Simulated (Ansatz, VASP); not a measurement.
# Bi2Te3 in VASP and in Ansatz

```
CELL_PARAMETERS angstrom
2.19300 1.26613 10.16567
-2.19300 1.26613 10.16567
0.00000 -2.53226 10.16567
ATOMIC_POSITIONS crystal
Bi 0.60000 0.60000 0.60000
Bi 0.40000 0.40000 0.40000
Te 0.79050 0.79050 0.79050
Te 0.20950 0.20950 0.20950
Te 0.00000 0.00000 0.00000
```

Alike in both runs: task single point; functional PBEsol; k mesh 4 × 4 × 4; occupations fermi-dirac, width 0.03 eV; no spin polarisation.

```csv
,VASP,Ansatz
version,VASP 6.6.1,Ansatz 0.2.0
potentials or method,"VASP PAW PBE potentials, release 64 (Bi_d, Te), cutoff 520 eV","all-electron LAPW, scalar-relativistic"
```

Ansatz gave:

| Property | Result |
| --- | --- |
| gap on the k mesh at the Fermi level (eV) | 0.24 |
| least direct gap on the mesh (eV) | 0.24 |
| pressure (GPa) | -0.6 |
| traceless stress, the component that is largest in VASP (GPa) | -0.28 |
| rms of the force components (eV/Å) | 0.049 |

Problem. Which values does VASP return?

Solution. gap on the k mesh at the Fermi level (eV): 0.23; least direct gap on the mesh (eV): 0.23; pressure (GPa): -0.6; traceless stress, the component that is largest in VASP (GPa): -0.27; rms of the force components (eV/Å): 0.043.

VASP's potentials were made for PBE, not for PBEsol. Atom by atom the forces differ by 0.008 eV/Å (rms over components). Ansatz ran all-electron here, and VASP with PAW potentials.

Neither program's run includes spin-orbit coupling.
